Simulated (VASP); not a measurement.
# ReOs3C (Pm-3m) in VASP: notebook

ReOs3C is run at these levels: PBE; tasks: single point, relaxation of cell and atoms.

Program: VASP 6.6.1. These are calculated values, not measurements. Logs are shortened: lines on timing, memory, paths and dates and some standing lists are left out, and cuts for length are marked.

### Step 1. The cell of the first run

Symmetry: Pm-3m, No. 221, cubic system. The conventional cell has a = 4.037 Å, b = 4.037 Å, c = 4.037 Å, α = 90.00°, β = 90.00°, γ = 90.00°. Re (site symmetry m-3m) has 12 Os at 2.85 Å and 8 C at 3.50 Å within 3.8 Å. Within 2.7 Å of Os (site symmetry 4/mmm) lie 2 C at 2.02 Å. Within 2.7 Å of C (site symmetry m-3m) lie 6 Os at 2.02 Å.

### Step 2. Single point, PBE

INCAR

```
PREC     = Accurate       # precision mode
ENCUT    = 600            # plane-wave cutoff, eV
EDIFF    = 1E-6           # SCF threshold, eV
ISMEAR   = 0              # smearing method
SIGMA    = 0.1            # smearing width, eV
LREAL    = F              # projectors in reciprocal space
LASPH    = T              # aspherical terms in the spheres
NELM     = 120            # most SCF steps
ALGO     = Normal         # electronic algorithm
ISIF     = 2              # what is computed and relaxed
LWAVE    = F              # write WAVECAR
LCHARG   = F              # write CHGCAR
GGA      = PE             # functional
NBANDS   = 42             # bands
GGA_COMPAT= F
```

KPOINTS

```
regular mesh
0
Gamma
  10 10 10
```

POSCAR

```
ReOs3C
1.0
    4.0365950976      0.0000000000      0.0000000000
    0.0000000000      4.0365950976      0.0000000000
    0.0000000000      0.0000000000      4.0365950976
Re Os C
1 3 1
Direct
    0.0000000000      0.0000000000      0.0000000000
    0.0000000000      0.5000000000      0.5000000000
    0.5000000000      0.0000000000      0.5000000000
    0.5000000000      0.5000000000      0.0000000000
    0.5000000000      0.5000000000      0.5000000000
```

Potentials or basis: VASP PAW PBE potentials, release 64 (Re_sv_GW, Os_sv_GW, C).

Run with:

```console
> cat potpaw_PBE.64/Re_sv_GW/POTCAR potpaw_PBE.64/Os_sv_GW/POTCAR potpaw_PBE.64/C/POTCAR > POTCAR
> mpirun -np 1 vasp_std > vasp.out
```

OUTCAR:

```text
PREC = Accurate
   ENCUT = 600
   EDIFF = 1E-6
   ISMEAR = 0
   LREAL = F
   LASPH = T
   NELM = 120
   ISIF = 2
   GGA = PE

 ion  position               nearest neighbor table
   1  0.000  0.000  0.000-   2 2.85   3 2.85   4 2.85   2 2.85   3 2.85   2 2.85   4 2.85   2 2.85
                             3 2.85   4 2.85   3 2.85   4 2.85
   2  0.000  0.500  0.500-   5 2.02   5 2.02   4 2.85   1 2.85   1 2.85   4 2.85   1 2.85   3 2.85
                             1 2.85   3 2.85   4 2.85   3 2.85   4 2.85   3 2.85
   3  0.500  0.000  0.500-   5 2.02   5 2.02   4 2.85   1 2.85   1 2.85   4 2.85   2 2.85   4 2.85
                             2 2.85   4 2.85   1 2.85   2 2.85   1 2.85   2 2.85
   4  0.500  0.500  0.000-   5 2.02   5 2.02   3 2.85   1 2.85   2 2.85   3 2.85   2 2.85   1 2.85
                             3 2.85   3 2.85   1 2.85   2 2.85   2 2.85   1 2.85
   5  0.500  0.500  0.500-   2 2.02   3 2.02   4 2.02   4 2.02   3 2.02   2 2.02

  LATTYP: Found a simple cubic cell.
 ALAT       =     4.0365950976

  Lattice vectors:

 A1 = (   4.0365950976,   0.0000000000,   0.0000000000)
 A2 = (   0.0000000000,   4.0365950976,   0.0000000000)
 A3 = (   0.0000000000,   0.0000000000,   4.0365950976)

Analysis of symmetry for initial positions (statically):
=====================================================================
 Subroutine PRICEL returns:
 Original cell was already a primitive cell.

 Routine SETGRP: Setting up the symmetry group for a
 simple cubic supercell.

 Subroutine GETGRP returns: Found 48 space group operations
 (whereof 48 operations were pure point group operations)
 out of a pool of 48 trial point group operations.

The static configuration has the point symmetry O_h .

Analysis of symmetry for dynamics (positions and initial velocities):
=====================================================================
 Subroutine PRICEL returns:
 Original cell was already a primitive cell.

 Routine SETGRP: Setting up the symmetry group for a
 simple cubic supercell.

 Subroutine GETGRP returns: Found 48 space group operations
 (whereof 48 operations were pure point group operations)
 out of a pool of 48 trial point group operations.

The dynamic configuration has the point symmetry O_h .

 Subroutine INISYM returns: Found 48 space group operations
 (whereof 48 operations are pure point group operations),
 and found     1 'primitive' translations

----------------------------------------------------------------------------------------
[... 101 lines left out ...]
   EDIFFG = 0.1E-04   stopping-criterion for IOM
   NSW    =      0    number of steps for IOM
   IBRION =     -1    ionic relax: 0-MD 1-quasi-New 2-CG
   NFREE  =      0    steps in history (QN), initial steepest desc. (CG)
   ISIF   =      2    stress and relaxation
   ISYM   =      2    0-nonsym 1-usesym 2-fastsym
   POTIM  = 0.5000    time-step for ionic-motion
   TEBEG  =    0.0;   TEEND  =   0.0 temperature during run
   PSTRESS=    0.0 pullay stress
   NELECT =      67.0000    total number of electrons
   NUPDOWN=      -1.0000    fix difference up-down
   EMIN   =  10.00;   EMAX   =-10.00  energy-range for DOS
   EFERMI =   0.00;   METHOD = LEGACY
   ISMEAR =     0;   SIGMA  =   0.10  broadening in eV -4-tet -1-fermi 0-gaus
   EFERMI_NEDOS =   21; number of points for ismear=-14 and -15
   IALGO  =     38    algorithm
   IMIX   =      4    mixing-type and parameters
     AMIX     =   0.40;   BMIX     =  1.00
     AMIX_MAG =   1.60;   BMIX_MAG =  1.00
  volume/ion in A,a.u.               =      13.15        88.77
  Fermi-wavevector in a.u.,A,eV,Ry     =   1.647219  3.112792 36.917085  2.713329
  Thomas-Fermi vector in A             =   2.736715
   LORBIT       =      0    0 simple, 1 ext, 2 COOP (PROOUT), +10 PAW based schemes
   GGA     = PE    functional components
   LHFCALC =     F    Hartree Fock is set to
   AEXX    =    0.0000 exact exchange contribution
   IVDW    =     0    specifies the selected vdW correction
   LEPSILON=     F    determine dielectric tensor
   LRPA    =     F    only Hartree local field effects (RPA)
 non-spin polarized calculation
 Gauss-broadening in eV      SIGMA  =   0.10
  energy-cutoff  :      600.00
  volume of cell :       65.77
 maximum number of plane-waves:      2272
   NGX = 17   NGY = 17   NGZ = 17

 number of electron      67.0000004 magnetization

 Free energy of the ion-electron system (eV)
  ---------------------------------------------------
  ext. energy  EPLUGINS =         0.00000000
  ---------------------------------------------------
  free energy    TOTEN  =       -57.18047790 eV

  energy without entropy =      -57.15401332  energy(sigma->0) =      -57.16724561

 E-fermi :  12.8778     XC(G=0): -14.0390

 val. band max:       12.8758442069   @ k =   0.4000   0.2000   0.2000
 cond. band min:      12.8834954946   @ k =   0.3000   0.2000   0.0000
 fundamental gap:      0.0076512877
 Fermi energy:        12.8778285461

 k-point     1 :       0.0000    0.0000    0.0000
  band No.  band energies     occupation
      1     -74.1939      2.00000
      2     -74.1427      2.00000
      3     -74.1427      2.00000
      4     -67.5383      2.00000
      5     -34.0229      2.00000
      6     -34.0229      2.00000
[... 1069 lines left out ...]
     41      17.6818      0.00000
     42      19.3669      0.00000

 [... further k-points ...]

------------------------ aborting loop because EDIFF is reached ----------------------------------------

  FORCE on cell =-STRESS in cart. coord.  units (eV):
  Direction    XX          YY          ZZ          XY          YZ          ZX
  --------------------------------------------------------------------------------------
  -------------------------------------------------------------------------------------
  Total       -0.1908017     -0.1908017     -0.1908017     -0.0000000     -0.0000000      0.0000000
  in kB       -4.6477991     -4.6477991     -4.6477991     -0.0000000     -0.0000000      0.0000000
  external PRESSURE =      -4.6477991 kB  Pullay stress =       0.0000000 kB

 VOLUME and BASIS-vectors are now :
 -----------------------------------------------------------------------------
  energy-cutoff  :      600.00
  volume of cell :       65.77
      direct lattice vectors                 reciprocal lattice vectors
     4.036595098  0.000000000  0.000000000     0.247733542  0.000000000  0.000000000
     0.000000000  4.036595098  0.000000000     0.000000000  0.247733542  0.000000000
     0.000000000  0.000000000  4.036595098     0.000000000  0.000000000  0.247733542

 POSITION                                       TOTAL-FORCE (eV/Angst)
 -----------------------------------------------------------------------------------
      0.00000      0.00000      0.00000         0.000000      0.000000      0.000000
      0.00000      2.01830      2.01830         0.000000      0.000000      0.000000
      2.01830      0.00000      2.01830         0.000000      0.000000      0.000000
      2.01830      2.01830      0.00000         0.000000      0.000000      0.000000
      2.01830      2.01830      2.01830         0.000000      0.000000      0.000000
 -----------------------------------------------------------------------------------
    total drift:                                0.000000     -0.000000     -0.000000

  FREE ENERGIE OF THE ION-ELECTRON SYSTEM (eV)
  ---------------------------------------------------
  free  energy   TOTEN  =       -57.1804778968 eV

  energy  without entropy=      -57.1540133186  energy(sigma->0) =      -57.16724561
```

OSZICAR:

```text
N       E                     dE             d eps       ncg     rms          rms(c)
DAV:   1     0.777861448861E+03    0.77786E+03   -0.49446E+04  4800   0.187E+03
DAV:   2    -0.265650081655E+02   -0.80443E+03   -0.78270E+03  5690   0.536E+02
DAV:   3    -0.650974470004E+02   -0.38532E+02   -0.37585E+02  5750   0.110E+02
DAV:   4    -0.656840550412E+02   -0.58661E+00   -0.58006E+00  5510   0.125E+01
DAV:   5    -0.656959417048E+02   -0.11887E-01   -0.11864E-01  5642   0.139E+00    0.147E+02
DAV:   6    -0.576324637577E+02    0.80635E+01   -0.32284E+01  5238   0.252E+01    0.761E+01
DAV:   7    -0.578968224386E+02   -0.26436E+00   -0.60408E+00  5204   0.103E+01    0.248E+01
DAV:   8    -0.591400318792E+02   -0.12432E+01   -0.12898E+01  5226   0.127E+01    0.260E+01
DAV:   9    -0.571933465570E+02    0.19467E+01   -0.66201E+00  5178   0.635E+00    0.629E+00
DAV:  10    -0.571815096764E+02    0.11837E-01   -0.22953E-01  5710   0.192E+00    0.601E+00
DAV:  11    -0.571809386939E+02    0.57098E-03   -0.87264E-03  5420   0.349E-01    0.526E+00
DAV:  12    -0.571805678529E+02    0.37084E-03   -0.77324E-04  5476   0.127E-01    0.194E+00
DAV:  13    -0.571805010892E+02    0.66764E-04   -0.16084E-04  5206   0.458E-02    0.111E+00
DAV:  14    -0.571804856433E+02    0.15446E-04   -0.12422E-05  5440   0.222E-02    0.687E-01
DAV:  15    -0.571804785557E+02    0.70876E-05   -0.99680E-06  5310   0.166E-02    0.178E-01
DAV:  16    -0.571804778968E+02    0.65892E-06   -0.13470E-06  2872   0.563E-03
   1 F= -.57180478E+02 E0= -.57167246E+02  d E =-.264646E-01
```

It took 3.5 min on 1 thread of AMD EPYC 7R43 (Zen 3), shared host; peak memory 0.27 GiB.

Results:

- Free energy: -57.1805 eV
- Pressure: -0.5 GPa
- Band gap on the k mesh: zero (an odd number of electrons rules out a gap without spin polarisation)

Caveat: spin-orbit coupling is left out, which moves the levels of the heavy elements.

### Step 3. Relaxation of cell and atoms, PBE

INCAR

```
SYSTEM = ReOs3C
  ALGO = Normal
  EDIFF = 1E-6
  EDIFFG = -0.01
  ENCUT = 600
  GGA = PE
  IBRION = 2
  ISIF = 3
  ISMEAR = 0
  LASPH = .True.
  LCHARG = .False.
  LREAL = .False.
  LWAVE = .False.
  NELM = 100
  NSW = 100
  PREC = Accurate
  SIGMA = 0.1
```

KPOINTS

```
k-points
0
Gamma
  10 10 10
  0 0 0
```

Changes to POSCAR since step 2:

```diff
@@ -2,5 +2,5 @@
 1.0
-    4.0365950976      0.0000000000      0.0000000000
-    0.0000000000      4.0365950976      0.0000000000
-    0.0000000000      0.0000000000      4.0365950976
+    4.0360264859      0.0000000000      0.0000000000
+    0.0000000000      4.0360264859      0.0000000000
+    0.0000000000      0.0000000000      4.0360264859
 Re Os C
```

Potentials or basis: VASP PAW PBE potentials, release 64 (Re, Os, C).

Run with:

```console
> cat potpaw_PBE.64/Re/POTCAR potpaw_PBE.64/Os/POTCAR potpaw_PBE.64/C/POTCAR > POTCAR
> mpirun -np 1 vasp_std > vasp.out
```

It took 71 s on 1 thread of Intel Xeon 6975P-C (Granite Rapids), shared host; peak memory 0.26 GiB.

Results (log left out):

| Property | Result |
| --- | --- |
| Free energy | -52.0818 eV |
| Relaxed volume | 13.21 Å³/atom |
| Relaxed cell | a = 4.042 Å, b = 4.042 Å, c = 4.042 Å, α = 90.00°, β = 90.00°, γ = 90.00° |
| Space group after relaxing (to 0.1 Å) | Pm-3m (No. 221) |
| Energy gained by relaxing | 0.3 meV/atom |
| Ionic steps | 3 |
| Pressure after relaxing | 0.0 GPa |
| Band gap on the k mesh | zero (an odd number of electrons rules out a gap without spin polarisation) |

Step by step:
```csv
step,energy change (eV),largest force (eV/Å),pressure (GPa),volume (Å³)
1,0.0000,0.0000,1.74,65.74
2,0.0169,0.0000,-5.50,67.12
3,-0.0017,0.0000,0.01,66.06
```

Final structure:
```
Re Os C
1.0
     4.04244    0.00000    0.00000
     0.00000    4.04244    0.00000
     0.00000    0.00000    4.04244
Re Os C
1 3 1
Cartesian
  0.0000 0.0000 0.0000
  0.0000 2.0212 2.0212
  2.0212 0.0000 2.0212
  2.0212 2.0212 0.0000
  2.0212 2.0212 2.0212
```

Levels at points of the mesh, in eV from the Fermi level:
| k point | band 13 | band 14 | band 15 | band 16 | band 17 | band 18 | band 19 | band 20 | band 21 |
| --- | --- | --- | --- | --- | --- | --- | --- | --- | --- |
| (0.00, 0.00, 0.00) | -3.10 | -1.42 | -1.42 | 1.22 | 1.33 | 1.33 | 1.33 | 1.46 | 1.46 |
| (0.50, 0.00, 0.00) | -1.53 | -1.53 | -1.52 | -1.26 | -1.26 | -0.83 | -0.78 | 0.96 | 0.97 |
| (0.50, 0.50, 0.00) | -3.27 | -3.17 | -1.80 | -1.32 | -0.77 | -0.62 | -0.32 | -0.32 | 1.90 |
| (0.50, 0.50, 0.50) | -2.60 | -0.87 | -0.87 | -0.87 | 0.95 | 0.95 | 0.95 | 0.97 | 0.97 |

Caveat: spin-orbit coupling is left out, which moves the levels of the heavy elements.
